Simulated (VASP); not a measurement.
# MgO (Fm-3m) in VASP: single point with PBEsol

Aim: the single point of MgO with PBEsol.

All numbers are computed with VASP 6.6.1; they aren't measurements. Logs are shortened: lines on timing, memory, paths and dates and some standing lists are left out, and cuts for length are marked.

**What was measured.**

“Electronic structure of alkaline earth and post-transition metal oxides”, 2009, arxiv:0908.1581 quotes, for a bulk crystal of MgO: band gap 7.83 eV.

How close the calculation comes is told below.

### Step 1. The cell of the first run

It takes space group Fm-3m (No. 225, cubic). The conventional cell has a = 4.215 Å, b = 4.215 Å, c = 4.215 Å, α = 90.00°, β = 90.00°, γ = 90.00°. Within 2.8 Å of Mg (site symmetry m-3m) lie 6 O at 2.11 Å. O (site symmetry m-3m) has 6 Mg at 2.11 Å within 2.8 Å.

### Step 2. Single point, PBEsol

The input, INCAR:

```
SYSTEM = MgO
PREC = Accurate
ENCUT = 600
EDIFF = 1E-6
ISMEAR = 0
SIGMA = 0.05
LREAL = .FALSE.
LASPH = .TRUE.
NELM = 120
ALGO = Normal
ISIF = 2
LWAVE = .FALSE.
LCHARG = .FALSE.
GGA = PS
NBANDS = 36
GGA_COMPAT = .FALSE.
```

The input, KPOINTS:

```
Automatic mesh
0
G
  9 9 2
  0 0 0
```

The input, POSCAR:

```
MgO
1.0
    2.1075959645     -2.1075959645      0.0000000000
    2.1075959645      0.0000000000     -2.1075959645
    8.4303838580      8.4303838580      8.4303838580
Mg O
6 6
Direct
    1.0000000000      0.0000000000      0.5000000000
    0.3333333333      0.3333333333      0.3333333333
    0.6666666667      0.6666666667      0.6666666667
    1.0000000000      1.0000000000      0.0000000000
    0.3333333333      0.3333333333      0.8333333333
    0.6666666667      0.6666666667      0.1666666667
    0.6666666667      0.6666666667      0.4166666667
    0.0000000000      0.0000000000      0.2500000000
    0.3333333333      0.3333333333      0.5833333333
    0.6666666667      0.6666666667      0.9166666667
    1.0000000000      1.0000000000      0.7500000000
    0.3333333333      0.3333333333      0.0833333333
```

Potentials or basis: VASP PAW PBE potentials, release 64 (Mg, O).

Run with:

```
> cat potpaw_PBE.64/Mg/POTCAR potpaw_PBE.64/O/POTCAR > POTCAR
> mpirun -np 1 vasp_std > vasp.out
```

OUTCAR:

```text
SYSTEM = MgO
   PREC = Accurate
   ENCUT = 600
   EDIFF = 1E-6
   ISMEAR = 0
   LREAL = .FALSE.
   LASPH = .TRUE.
   NELM = 120
   ISIF = 2
   GGA = PS

 ion  position               nearest neighbor table
   1  0.000  0.000  0.500-   7 2.11   9 2.11   7 2.11   7 2.11   9 2.11   9 2.11   2 2.98   3 2.98
                             2 2.98   3 2.98   2 2.98   3 2.98
   2  0.333  0.333  0.333-   8 2.11   8 2.11   8 2.11   7 2.11   7 2.11   7 2.11   6 2.98   6 2.98
                             6 2.98   1 2.98   1 2.98   1 2.98
   3  0.667  0.667  0.667-  11 2.11  11 2.11  11 2.11   9 2.11   9 2.11   9 2.11   5 2.98   5 2.98
                             5 2.98   1 2.98   1 2.98   1 2.98
   4  0.000  0.000  0.000-  10 2.11  12 2.11  10 2.11  10 2.11  12 2.11  12 2.11   5 2.98   6 2.98
                             5 2.98   6 2.98   5 2.98   6 2.98
   5  0.333  0.333  0.833-  11 2.11  11 2.11  11 2.11  10 2.11  10 2.11  10 2.11   3 2.98   3 2.98
                             3 2.98   4 2.98   4 2.98   4 2.98
   6  0.667  0.667  0.167-   8 2.11   8 2.11   8 2.11  12 2.11  12 2.11  12 2.11   2 2.98   2 2.98
                             2 2.98   4 2.98   4 2.98   4 2.98
   7  0.667  0.667  0.417-   1 2.11   1 2.11   1 2.11   2 2.11   2 2.11   2 2.11
   8  0.000  0.000  0.250-   2 2.11   6 2.11   6 2.11   6 2.11   2 2.11   2 2.11
   9  0.333  0.333  0.583-   1 2.11   1 2.11   1 2.11   3 2.11   3 2.11   3 2.11
  10  0.667  0.667  0.917-   4 2.11   4 2.11   4 2.11   5 2.11   5 2.11   5 2.11
  11  0.000  0.000  0.750-   3 2.11   5 2.11   3 2.11   3 2.11   5 2.11   5 2.11
  12  0.333  0.333  0.083-   4 2.11   4 2.11   4 2.11   6 2.11   6 2.11   6 2.11

  LATTYP: Found a hexagonal cell.
 ALAT       =     2.9805907970
 C/A-ratio  =     4.8989794856

  Lattice vectors:

 A1 = (  -2.1075959645,   0.0000000000,   2.1075959645)
 A2 = (   2.1075959645,  -2.1075959645,   0.0000000000)
 A3 = (   8.4303838580,   8.4303838580,   8.4303838580)

Analysis of symmetry for initial positions (statically):
=====================================================================
 Subroutine PRICEL returns following result:

  LATTYP: Found a face centered cubic cell.
 ALAT       =     4.2151919296

  Lattice vectors:

 A1 = (  -2.1075959649,  -2.1075959647,  -0.0000000002)
 A2 = (  -0.0000000013,  -2.1075959651,   2.1075959639)
 A3 = (  -2.1075959645,   0.0000000000,   2.1075959645)

   6 primitive cells build up your supercell.

 Routine SETGRP: Setting up the symmetry group for a
 hexagonal supercell.

 Subroutine GETGRP returns: Found 12 space group operations
 (whereof 12 operations were pure point group operations)
 out of a pool of 24 trial point group operations.

The static configuration has the point symmetry D_3d.

Analysis of symmetry for dynamics (positions and initial velocities):
=====================================================================
 Subroutine PRICEL returns following result:

  LATTYP: Found a face centered cubic cell.
 ALAT       =     4.2151919296

  Lattice vectors:

 A1 = (  -2.1075959649,  -2.1075959647,  -0.0000000002)
 A2 = (  -0.0000000013,  -2.1075959651,   2.1075959639)
 A3 = (  -2.1075959645,   0.0000000000,   2.1075959645)

   6 primitive cells build up your supercell.

 Routine SETGRP: Setting up the symmetry group for a
 hexagonal supercell.

 Subroutine GETGRP returns: Found 12 space group operations
 (whereof 12 operations were pure point group operations)
 out of a pool of 24 trial point group operations.

The dynamic configuration has the point symmetry D_3d.

 Subroutine INISYM returns: Found 12 space group operations
 (whereof 12 operations are pure point group operations),
 and found     6 'primitive' translations

----------------------------------------------------------------------------------------

                                     Primitive cell

  volume of cell :      18.7237

  direct lattice vectors                    reciprocal lattice vectors
    -2.107595965 -2.107595965 -0.000000000    -0.237237122 -0.237237121 -0.237237122
    -0.000000001 -2.107595965  2.107595964     0.237237122 -0.237237122  0.237237122
    -2.107595964  0.000000000  2.107595965    -0.237237122  0.237237122  0.237237122

  length of vectors
     2.980590797  2.980590797  2.980590797     0.410906748  0.410906748  0.410906748

  position of ions in fractional coordinates (direct lattice)
     0.000000000  0.000000000  0.000000000
     0.500000000  0.500000000  0.500000000

  ion indices of the primitive-cell ions
   primitive index   ion index
                 1           1
                 2           8

----------------------------------------------------------------------------------------

 KPOINTS: Automatic mesh

Automatic generation of k-mesh.
 Grid dimensions read from file:
 generate k-points for:    9    9    2

 Generating k-lattice:

  Cartesian coordinates                     Fractional coordinates (reciprocal lattice)
     0.017573120 -0.035146240  0.017573120     0.111111111  0.000000000  0.000000000
     0.017573120  0.017573120 -0.035146240     0.000000000  0.111111111  0.000000000
     0.019769760  0.019769760  0.019769760     0.000000000  0.000000000  0.500000000

  Length of vectors
     0.043045177  0.043045177  0.034242229

  Shift w.r.t. Gamma in fractional coordinates (k-lattice)
     0.000000000  0.000000000  0.000000000

 Subroutine IBZKPT returns following result:
 ===========================================

 Found     24 irreducible k-points:

 Following reciprocal coordinates:
            Coordinates               Weight
  0.000000  0.000000  0.000000      1.000000
  0.111111  0.000000  0.000000      6.000000
  0.222222  0.000000  0.000000      6.000000
  0.333333  0.000000  0.000000      6.000000
  0.444444  0.000000  0.000000      6.000000
  0.222222  0.111111  0.000000      6.000000
[... 16 lines left out ...]
 -0.444444  0.222222  0.500000     12.000000
 -0.333333  0.333333  0.500000      2.000000
   k-points           NKPTS =     24   k-points in BZ     NKDIM =     24   number of bands    NBANDS=     36
   number of dos      NEDOS =    301   number of ions     NIONS =     12
   total plane-waves  NPLWV =  69120
   dimension x,y,z NGX =    24 NGY =   24 NGZ =  120
   dimension x,y,z NGXF=    48 NGYF=   48 NGZF=  240
   ions per type =               6   6
   NGX,Y,Z   is equivalent  to a cutoff of  13.39, 13.39, 13.66 a.u.
   NGXF,Y,Z  is equivalent  to a cutoff of  26.77, 26.77, 27.32 a.u.
 SYSTEM =  MgO
   PREC   = accura    normal or accurate (medium, high low for compatibility)
   ISTART =      0    job   : 0-new  1-cont  2-samecut
   ICHARG =      2    charge: 1-file 2-atom 10-const
   ISPIN  =      1    spin polarized calculation?
   LNONCOLLINEAR =      F non collinear calculations
   LSORBIT =      F    spin-orbit coupling
   LASPH  =      T    aspherical Exc in radial PAW
   ENCUT  =  600.0 eV  44.10 Ry    6.64 a.u.   5.95  5.95 29.16*2*pi/ulx,y,z
   NELM   =    120;   NELMIN=  2; NELMDL= -5     # of ELM steps
   EDIFF  = 0.1E-05   stopping-criterion for ELM
   LREAL  =      F    real-space projection
   EDIFFG = 0.1E-04   stopping-criterion for IOM
   NSW    =      0    number of steps for IOM
   IBRION =     -1    ionic relax: 0-MD 1-quasi-New 2-CG
   NFREE  =      0    steps in history (QN), initial steepest desc. (CG)
   ISIF   =      2    stress and relaxation
   ISYM   =      2    0-nonsym 1-usesym 2-fastsym
   POTIM  = 0.5000    time-step for ionic-motion
   TEBEG  =    0.0;   TEEND  =   0.0 temperature during run
   PSTRESS=    0.0 pullay stress
   NELECT =      48.0000    total number of electrons
   NUPDOWN=      -1.0000    fix difference up-down
   EMIN   =  10.00;   EMAX   =-10.00  energy-range for DOS
   EFERMI =   0.00;   METHOD = LEGACY
   ISMEAR =     0;   SIGMA  =   0.05  broadening in eV -4-tet -1-fermi 0-gaus
   EFERMI_NEDOS =   21; number of points for ismear=-14 and -15
   IALGO  =     38    algorithm
   IMIX   =      4    mixing-type and parameters
     AMIX     =   0.40;   BMIX     =  1.00
     AMIX_MAG =   1.60;   BMIX_MAG =  1.00
  volume/ion in A,a.u.               =       9.36        63.18
  Fermi-wavevector in a.u.,A,eV,Ry     =   1.233031  2.330091 20.685841  1.520366
  Thomas-Fermi vector in A             =   2.367778
   LORBIT       =      0    0 simple, 1 ext, 2 COOP (PROOUT), +10 PAW based schemes
   GGA     = PS    functional components
   LHFCALC =     F    Hartree Fock is set to
   AEXX    =    0.0000 exact exchange contribution
   IVDW    =     0    specifies the selected vdW correction
   LEPSILON=     F    determine dielectric tensor
   LRPA    =     F    only Hartree local field effects (RPA)
 non-spin polarized calculation
 Gauss-broadening in eV      SIGMA  =   0.05
  energy-cutoff  :      600.00
  volume of cell :      112.34
 maximum number of plane-waves:      3786
   NGX = 11   NGY = 11   NGZ = 59

 number of electron      47.9999998 magnetization

 Free energy of the ion-electron system (eV)
  ---------------------------------------------------
  ext. energy  EPLUGINS =         0.00000000
  ---------------------------------------------------
  free energy    TOTEN  =       -75.09231466 eV

  energy without entropy =      -75.09231466  energy(sigma->0) =      -75.09231466

 E-fermi :   3.3533     XC(G=0): -11.2992

 val. band max:        3.0486369907   @ k =   0.0000   0.0000   0.0000
 cond. band min:       7.6628654917   @ k =   0.0000   0.0000   0.0000
 fundamental gap:      4.6142285009
 Fermi energy:         3.3533341197

 k-point     1 :       0.0000    0.0000    0.0000
  band No.  band energies     occupation
      1     -14.1448      2.00000
      2     -13.8578      2.00000
      3     -13.8578      2.00000
      4     -13.2104      2.00000
      5     -13.2104      2.00000
      6     -12.8370      2.00000
[... 28 lines left out ...]
     35      16.3300      0.00000
     36      18.6706      0.00000

 k-point     2 :       0.1111    0.0000    0.0000
  band No.  band energies     occupation
      1     -14.0274      2.00000
      2     -13.7536      2.00000
      3     -13.7535      2.00000
      4     -13.1406      2.00000
      5     -13.1405      2.00000
      6     -12.7906      2.00000
[... 28 lines left out ...]
     35      15.8542      0.00000
     36      17.3077      0.00000

 k-point     3 :       0.2222    0.0000    0.0000
  band No.  band energies     occupation
      1     -13.7068      2.00000
      2     -13.4739      2.00000
      3     -13.4715      2.00000
      4     -12.9628      2.00000
      5     -12.9586      2.00000
      6     -12.6774      2.00000
[... 28 lines left out ...]
     35      15.2148      0.00000
     36      15.6744      0.00000
[... 742 lines left out ...]
 k-point    23 :      -0.4444    0.2222    0.5000
  band No.  band energies     occupation
      1     -12.7703      2.00000
      2     -12.7395      2.00000
      3     -12.6876      2.00000
      4     -12.6201      2.00000
      5     -12.5745      2.00000
      6     -12.5376      2.00000
[... 28 lines left out ...]
     35      15.0204      0.00000
     36      15.0614      0.00000

 k-point    24 :      -0.3333    0.3333    0.5000
  band No.  band energies     occupation
      1     -12.6024      2.00000
      2     -12.6024      2.00000
      3     -12.6024      2.00000
      4     -12.6024      2.00000
      5     -12.6024      2.00000
      6     -12.6024      2.00000
[... 28 lines left out ...]
     35      14.9655      0.00000
     36      14.9655      0.00000

------------------------ aborting loop because EDIFF is reached ----------------------------------------

  FORCE on cell =-STRESS in cart. coord.  units (eV):
  Direction    XX          YY          ZZ          XY          YZ          ZX
  --------------------------------------------------------------------------------------
  -------------------------------------------------------------------------------------
  Total       -0.5794568     -0.5794568     -0.5794568     -0.0005025     -0.0005025     -0.0005025
  in kB       -8.2639628     -8.2639628     -8.2639628     -0.0071658     -0.0071658     -0.0071658
  external PRESSURE =      -8.2639628 kB  Pullay stress =       0.0000000 kB

 VOLUME and BASIS-vectors are now :
 -----------------------------------------------------------------------------
  energy-cutoff  :      600.00
  volume of cell :      112.34
      direct lattice vectors                 reciprocal lattice vectors
     2.107595965 -2.107595965  0.000000000     0.158158081 -0.316316162  0.158158081
     2.107595965  0.000000000 -2.107595965     0.158158081  0.158158081 -0.316316162
     8.430383858  8.430383858  8.430383858     0.039539520  0.039539520  0.039539520

 POSITION                                       TOTAL-FORCE (eV/Angst)
 -----------------------------------------------------------------------------------
      4.21519      4.21519      4.21519         0.000000     -0.000000     -0.000000
      4.21519      2.10760      2.10760         0.000000     -0.000000     -0.000000
      8.43038      4.21519      4.21519         0.000000     -0.000000     -0.000000
      0.00000      0.00000      0.00000         0.000000     -0.000000     -0.000000
      8.43038      6.32279      6.32279         0.000000     -0.000000     -0.000000
      4.21519      0.00000      0.00000         0.000000     -0.000000     -0.000000
      6.32279      2.10760      2.10760         0.000000      0.000000      0.000000
      2.10760      2.10760      2.10760        -0.000000      0.000000      0.000000
      6.32279      4.21519      4.21519         0.000000     -0.000000      0.000000
     10.53798      6.32279      6.32279        -0.000000      0.000000     -0.000000
      6.32279      6.32279      6.32279        -0.000000      0.000000     -0.000000
      2.10760     -0.00000     -0.00000         0.000000      0.000000      0.000000
 -----------------------------------------------------------------------------------
    total drift:                                0.000000      0.000000     -0.000000

  FREE ENERGIE OF THE ION-ELECTRON SYSTEM (eV)
  ---------------------------------------------------
  free  energy   TOTEN  =       -75.0923146648 eV

  energy  without entropy=      -75.0923146648  energy(sigma->0) =      -75.09231466
```

Run time: 94 s. Hardware: 1 thread of AMD EPYC 7R13 (Zen 3), shared host; peak memory 0.26 GiB.

Results:

| Item | Value |
| --- | --- |
| Free energy | -75.0923 eV |
| Pressure | -0.8 GPa |
| Band gap on the k mesh | 4.61 eV |

Caveat: the PAW data sets were made with another functional, which shifts forces and pressure a little.

### Step 3. How close it comes

Step 2. Measured gap of MgO: 7.83 eV (quoted in “Electronic structure of alkaline earth and post-transition metal oxides”, 2009, arxiv:0908.1581). This calculation gives 4.61 eV (-3.22 eV). The value is that of PBEsol on a finite k mesh, which can miss the band edges, without temperature or zero-point motion. Semilocal functionals fall short of measured gaps as a rule.
